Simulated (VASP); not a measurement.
# TaN (P6_3mc) in VASP: electric field gradients with PBE

Aim: the electric field gradients of TaN with PBE.

Everything below comes from runs of VASP 6.6.1. Logs are shortened: lines on timing, memory, paths and dates and some standing lists are left out, and cuts for length are marked.

## Step 1: The cell of the first run

It takes space group P6_3mc (No. 186, hexagonal). Conventional cell: a = 3.154 Å, b = 3.154 Å, c = 6.100 Å, α = 90.00°, β = 90.00°, γ = 120.00°. Within 2.6 Å of Ta (site symmetry 3m) lie 4 N at 1.98 to 2.11 Å. N (site symmetry 3m) has 4 Ta at 1.98 to 2.11 Å within 2.6 Å.

## Step 2: Electric field gradients, PBE

Contents of INCAR:

```
ALGO = Normal
EDIFF = 1E-8
ENCUT = 520
GGA = PE
GGA_COMPAT = False
ISIF = 2
ISMEAR = -1
LASPH = True
LCHARG = False
LEFG = True
LREAL = False
LWAVE = False
NBANDS = 26
NELM = 120
PREC = Accurate
SIGMA = 0.15
```

Contents of KPOINTS:

```
k-points
0
Gamma
  18 18 8
```

Contents of POSCAR:

```
TaN
1.0
    3.1541941888      0.0000000000      0.0000000000
   -1.5770970944      2.7316122959      0.0000000000
    0.0000000000      0.0000000000      6.0997039666
Ta N
2 2
Direct
    0.3333333333      0.6666666667      0.0301068635
    0.6666666667      0.3333333333      0.5301068635
    0.3333333333      0.6666666667      0.3548931365
    0.6666666667      0.3333333333      0.8548931365
```

Potentials or basis: VASP PAW PBE potentials, release 64 (Ta_sv_GW, N).

Run with:

```
$ cat potpaw_PBE.64/Ta_sv_GW/POTCAR potpaw_PBE.64/N/POTCAR > POTCAR
$ mpirun -np 1 vasp_std > vasp.out
```

OUTCAR:

```text
EDIFF = 1E-8
   ENCUT = 520
   GGA = PE
   ISIF = 2
   ISMEAR = -1
   LASPH = True
   LREAL = False
   NELM = 120
   PREC = Accurate

 ion  position               nearest neighbor table
   1  0.333  0.667  0.030-   3 1.98   4 2.11   4 2.11   4 2.11
   2  0.667  0.333  0.530-   4 1.98   3 2.11   3 2.11   3 2.11
   3  0.333  0.667  0.355-   1 1.98   2 2.11   2 2.11   2 2.11
   4  0.667  0.333  0.855-   2 1.98   1 2.11   1 2.11   1 2.11

  LATTYP: Found a hexagonal cell.
 ALAT       =     3.1541941888
 C/A-ratio  =     1.9338390731

  Lattice vectors:

 A1 = (   3.1541941888,   0.0000000000,   0.0000000000)
 A2 = (  -1.5770970944,   2.7316122959,   0.0000000000)
 A3 = (   0.0000000000,   0.0000000000,   6.0997039666)

Analysis of symmetry for initial positions (statically):
=====================================================================
 Subroutine PRICEL returns:
 Original cell was already a primitive cell.

 Routine SETGRP: Setting up the symmetry group for a
 hexagonal supercell.

 Subroutine GETGRP returns: Found 12 space group operations
 (whereof  6 operations were pure point group operations)
 out of a pool of 24 trial point group operations.

The static configuration has the point symmetry C_3v.
 The point group associated with its full space group is C_6v.

Analysis of symmetry for dynamics (positions and initial velocities):
=====================================================================
 Subroutine PRICEL returns:
 Original cell was already a primitive cell.

 Routine SETGRP: Setting up the symmetry group for a
 hexagonal supercell.

 Subroutine GETGRP returns: Found 12 space group operations
 (whereof  6 operations were pure point group operations)
 out of a pool of 24 trial point group operations.

The dynamic configuration has the point symmetry C_3v.
 The point group associated with its full space group is C_6v.

 Subroutine INISYM returns: Found 12 space group operations
 (whereof  6 operations are pure point group operations),
 and found     1 'primitive' translations

----------------------------------------------------------------------------------------

                                     Primitive cell

  volume of cell :      52.5553

  direct lattice vectors                    reciprocal lattice vectors
     3.154194189  0.000000000  0.000000000     0.317038185  0.183042081  0.000000000
    -1.577097094  2.731612296  0.000000000     0.000000000  0.366084163  0.000000000
     0.000000000  0.000000000  6.099703967     0.000000000  0.000000000  0.163942382

  length of vectors
     3.154194189  3.154194189  6.099703967     0.366084163  0.366084163  0.163942382

  position of ions in fractional coordinates (direct lattice)
     0.333333333  0.666666667  0.030106864
     0.666666667  0.333333333  0.530106864
     0.333333333  0.666666667  0.354893137
     0.666666667  0.333333333  0.854893137

  ion indices of the primitive-cell ions
   primitive index   ion index
                 1           1
                 2           2
                 3           3
                 4           4

----------------------------------------------------------------------------------------

 KPOINTS: k-points

Automatic generation of k-mesh.
 Grid dimensions read from file:
 generate k-points for:   18   18    8

 Generating k-lattice:

  Cartesian coordinates                     Fractional coordinates (reciprocal lattice)
     0.017613232  0.010169005  0.000000000     0.055555556  0.000000000  0.000000000
     0.000000000  0.020338009  0.000000000     0.000000000  0.055555556  0.000000000
     0.000000000  0.000000000  0.020492798     0.000000000  0.000000000  0.125000000

  Length of vectors
     0.020338009  0.020338009  0.020492798

  Shift w.r.t. Gamma in fractional coordinates (k-lattice)
     0.000000000  0.000000000  0.000000000

 Subroutine IBZKPT returns following result:
 ===========================================

 Found    185 irreducible k-points:

 Following reciprocal coordinates:
            Coordinates               Weight
  0.000000  0.000000  0.000000      1.000000
  0.055556  0.000000  0.000000      6.000000
  0.111111  0.000000  0.000000      6.000000
  0.166667  0.000000  0.000000      6.000000
  0.222222  0.000000  0.000000      6.000000
  0.277778  0.000000  0.000000      6.000000
[... 16 lines left out ...]
  0.333333  0.111111  0.000000     12.000000
  0.388889  0.111111  0.000000     12.000000
 [... further k-points ...]
   k-points           NKPTS =    185   k-points in BZ     NKDIM =    185   number of bands    NBANDS=     26
   number of dos      NEDOS =    301   number of ions     NIONS =      4
   total plane-waves  NPLWV =  27648
   dimension x,y,z NGX =    24 NGY =   24 NGZ =   48
   dimension x,y,z NGXF=    48 NGYF=   48 NGZF=   96
   ions per type =               2   2
   NGX,Y,Z   is equivalent  to a cutoff of  12.65, 12.65, 13.08 a.u.
   NGXF,Y,Z  is equivalent  to a cutoff of  25.30, 25.30, 26.16 a.u.
 SYSTEM =  unknown system
   PREC   = accura    normal or accurate (medium, high low for compatibility)
   ISTART =      0    job   : 0-new  1-cont  2-samecut
   ICHARG =      2    charge: 1-file 2-atom 10-const
   ISPIN  =      1    spin polarized calculation?
   LNONCOLLINEAR =      F non collinear calculations
   LSORBIT =      F    spin-orbit coupling
   LASPH  =      T    aspherical Exc in radial PAW
   ENCUT  =  520.0 eV  38.22 Ry    6.18 a.u.   5.86  5.86 11.34*2*pi/ulx,y,z
   NELM   =    120;   NELMIN=  2; NELMDL= -5     # of ELM steps
   EDIFF  = 0.1E-07   stopping-criterion for ELM
   LREAL  =      F    real-space projection
   EDIFFG = 0.1E-06   stopping-criterion for IOM
   NSW    =      0    number of steps for IOM
   IBRION =     -1    ionic relax: 0-MD 1-quasi-New 2-CG
   NFREE  =      0    steps in history (QN), initial steepest desc. (CG)
   ISIF   =      2    stress and relaxation
   ISYM   =      2    0-nonsym 1-usesym 2-fastsym
   POTIM  = 0.5000    time-step for ionic-motion
   TEBEG  =    0.0;   TEEND  =   0.0 temperature during run
   PSTRESS=    0.0 pullay stress
   NELECT =      36.0000    total number of electrons
   NUPDOWN=      -1.0000    fix difference up-down
   EMIN   =  10.00;   EMAX   =-10.00  energy-range for DOS
   EFERMI =   0.00;   METHOD = LEGACY
   ISMEAR =    -1;   SIGMA  =   0.15  broadening in eV -4-tet -1-fermi 0-gaus
   EFERMI_NEDOS =   21; number of points for ismear=-14 and -15
   IALGO  =     38    algorithm
   IMIX   =      4    mixing-type and parameters
     AMIX     =   0.40;   BMIX     =  1.00
     AMIX_MAG =   1.60;   BMIX_MAG =  1.00
  volume/ion in A,a.u.               =      13.14        88.67
  Fermi-wavevector in a.u.,A,eV,Ry     =   1.443124  2.727109 28.335578  2.082606
  Thomas-Fermi vector in A             =   2.561567
   LORBIT       =      0    0 simple, 1 ext, 2 COOP (PROOUT), +10 PAW based schemes
   GGA     = PE    functional components
   LHFCALC =     F    Hartree Fock is set to
   AEXX    =    0.0000 exact exchange contribution
   IVDW    =     0    specifies the selected vdW correction
   LEPSILON=     F    determine dielectric tensor
   LRPA    =     F    only Hartree local field effects (RPA)
 non-spin polarized calculation
  energy-cutoff  :      520.00
  volume of cell :       52.56
 maximum number of plane-waves:      1431
 NGX is ok and might be reduce to    24
   NGX = 11   NGY = 11   NGZ = 23

 number of electron      35.9999995 magnetization

 Free energy of the ion-electron system (eV)
  ---------------------------------------------------
  ext. energy  EPLUGINS =         0.00000000
  ---------------------------------------------------
  free energy    TOTEN  =       -48.44218937 eV

  energy without entropy =      -48.36259431  energy(sigma->0) =      -48.40239184

 E-fermi :   9.8367     XC(G=0): -12.3741

 val. band max:        9.8278452428   @ k =   0.3333   0.2778   0.1250
 cond. band min:       9.8400712804   @ k =   0.1111   0.0000   0.1250
 fundamental gap:      0.0122260376
 Fermi energy:         9.8367294719

 k-point     1 :       0.0000    0.0000    0.0000
  band No.  band energies     occupation
      1     -58.9049      2.00000
      2     -58.8950      2.00000
      3     -25.7177      2.00000
      4     -25.3914      2.00000
      5     -25.1531      2.00000
      6     -25.1531      2.00000
[... 18 lines left out ...]
     25      14.9440      0.00000
     26      16.3766      0.00000

 k-point     2 :       0.0556    0.0000    0.0000
  band No.  band energies     occupation
      1     -58.9040      2.00000
      2     -58.8943      2.00000
      3     -25.7136      2.00000
      4     -25.3913      2.00000
      5     -25.1697      2.00000
      6     -25.1574      2.00000
[... 18 lines left out ...]
     25      15.1519      0.00000
     26      16.1387      0.00000

 k-point     3 :       0.1111    0.0000    0.0000
  band No.  band energies     occupation
      1     -58.9013      2.00000
      2     -58.8919      2.00000
      3     -25.7003      2.00000
      4     -25.3903      2.00000
      5     -25.2160      2.00000
      6     -25.1910      2.00000
[... 18 lines left out ...]
     25      15.7086      0.00000
     26      15.8548      0.00000

 k-point     4 :       0.1667    0.0000    0.0000
  band No.  band energies     occupation
      1     -58.8970      2.00000
      2     -58.8883      2.00000
      3     -25.6796      2.00000
      4     -25.3894      2.00000
      5     -25.2861      2.00000
      6     -25.2631      2.00000
[... 18 lines left out ...]
     25      15.5995      0.00000
     26      16.4922      0.00000
[... 496 lines left out ...]
      1     -58.8792      2.00000
      2     -58.8739      2.00000
      3     -25.6044      2.00000
      4     -25.5352      2.00000
      5     -25.5095      2.00000
      6     -25.3953      2.00000
[... 18 lines left out ...]
     25      15.4886      0.00000
     26      16.1926      0.00000

 k-point    23 :       0.3333    0.1111    0.0000
  band No.  band energies     occupation
      1     -58.8750      2.00000
      2     -58.8707      2.00000
      3     -25.6266      2.00000
      4     -25.5885      2.00000
      5     -25.5215      2.00000
      6     -25.4029      2.00000
[... 18 lines left out ...]
     25      15.5318      0.00000
     26      15.7336      0.00000

 k-point    24 :       0.3889    0.1111    0.0000
  band No.  band energies     occupation
      1     -58.8720      2.00000
      2     -58.8688      2.00000
      3     -25.6576      2.00000
      4     -25.6232      2.00000
      5     -25.5091      2.00000
      6     -25.4109      2.00000
[... 18 lines left out ...]
     25      15.0541      0.00000
     26      15.8176      0.00000

 [... further k-points ...]

------------------------ aborting loop because EDIFF is reached ----------------------------------------

  FORCE on cell =-STRESS in cart. coord.  units (eV):
  Direction    XX          YY          ZZ          XY          YZ          ZX
  --------------------------------------------------------------------------------------
  -------------------------------------------------------------------------------------
  Total       -0.1193565     -0.1193565     -0.0478342      0.0000000     -0.0000000      0.0000000
  in kB       -3.6386509     -3.6386509     -1.4582539      0.0000000     -0.0000000      0.0000000
  external PRESSURE =      -2.9118519 kB  Pullay stress =       0.0000000 kB

 VOLUME and BASIS-vectors are now :
 -----------------------------------------------------------------------------
  energy-cutoff  :      520.00
  volume of cell :       52.56
      direct lattice vectors                 reciprocal lattice vectors
     3.154194189  0.000000000  0.000000000     0.317038185  0.183042081  0.000000000
    -1.577097094  2.731612296  0.000000000     0.000000000  0.366084163  0.000000000
     0.000000000  0.000000000  6.099703967     0.000000000  0.000000000  0.163942382

 POSITION                                       TOTAL-FORCE (eV/Angst)
 -----------------------------------------------------------------------------------
     -0.00000      1.82107      0.18364        -0.000000     -0.000000     -0.007480
      1.57710      0.91054      3.23349        -0.000000      0.000000     -0.007480
     -0.00000      1.82107      2.16474         0.000000      0.000000      0.007480
      1.57710      0.91054      5.21460         0.000000      0.000000      0.007480
 -----------------------------------------------------------------------------------
    total drift:                               -0.000001      0.000000     -0.000873

  FREE ENERGIE OF THE ION-ELECTRON SYSTEM (eV)
  ---------------------------------------------------
  free  energy   TOTEN  =       -48.4421893652 eV

  energy  without entropy=      -48.3625943065  energy(sigma->0) =      -48.40239184

 Electric field gradients (V/A^2)
---------------------------------------------------------------------
 ion       V_xx      V_yy      V_zz      V_xy      V_xz      V_yz
---------------------------------------------------------------------
   1      78.872    78.871  -157.743    -0.000     0.000    -0.000
   2      78.872    78.871  -157.743    -0.000    -0.000     0.000
   3      12.061    12.060   -24.122    -0.001     0.000    -0.000
   4      12.061    12.060   -24.122    -0.001    -0.000     0.000
---------------------------------------------------------------------

 Electric field gradients after diagonalization (V/A^2)
 (convention: |V_zz| > |V_xx| > |V_yy|)
----------------------------------------------------------------------
 ion       V_xx      V_yy      V_zz     asymmetry (V_yy - V_xx)/ V_zz
----------------------------------------------------------------------
   1      78.872    78.871  -157.743       0.000
   2      78.872    78.871  -157.743       0.000
   3      12.062    12.060   -24.122       0.000
   4      12.062    12.060   -24.122       0.000
----------------------------------------------------------------------

           NMR quadrupolar parameters

 Cq : quadrupolar parameter    Cq=e*Q*V_zz/h
 eta: asymmetry parameters     (V_yy - V_xx)/ V_zz
 Q  : nuclear electric quadrupole moment in mb (millibarn)
----------------------------------------------------------------------
 ion       Cq(MHz)       eta       Q (mb)
----------------------------------------------------------------------
   1      -0.381       0.000       1.000
   2      -0.381       0.000       1.000
   3      -0.058       0.000       1.000
   4      -0.058       0.000       1.000
----------------------------------------------------------------------
```

It took 4.2 min on 1 thread of Intel Xeon Platinum 8488C (Sapphire Rapids), shared host; peak memory 0.35 GiB.

Results:

```
Free energy                             : -48.4422 eV
Pressure                                : -0.3 GPa
Largest force                           : 0.007 eV/Å
Band gap on the k mesh                  : zero (bands 18 and 19 overlap by 0.44 eV)
Largest electric field gradient by atom : Ta -157.7; N -24.1 V/Å²
```

Forces on the atoms (eV/Å):
```
Ta   0.000  0.000 -0.007
Ta   0.000  0.000 -0.007
N    0.000  0.000  0.007
N    0.000  0.000  0.007
```

Levels at points of the mesh, in eV from the Fermi level:
```
           k point  band 16  band 17  band 18  band 19  band 20  band 21
(0.00, 0.00, 0.00)    -4.45    -0.81    -0.61     0.20     0.20     2.22
(0.50, 0.00, 0.00)    -3.63    -2.21    -0.46     1.21     2.18     2.69
(0.00, 0.00, 0.50)    -4.92     0.25     0.25     1.02     1.02     1.02
(0.50, 0.00, 0.50)    -4.71    -0.86    -0.86     1.51     1.51     3.30
```

Electric field gradients, principal values (V/Å²):
| atom | least | middle | greatest (by size) |
| --- | --- | --- | --- |
| 1 Ta | 78.871 | 78.872 | -157.743 |
| 2 Ta | 78.871 | 78.872 | -157.743 |
| 3 N | 12.060 | 12.062 | -24.122 |
| 4 N | 12.060 | 12.062 | -24.122 |

Caveat: without QUAD_EFG the Cq values of the log hold for a quadrupole moment of 1 mb, not for the nuclei; spin-orbit coupling is left out, which moves the levels of the heavy elements.
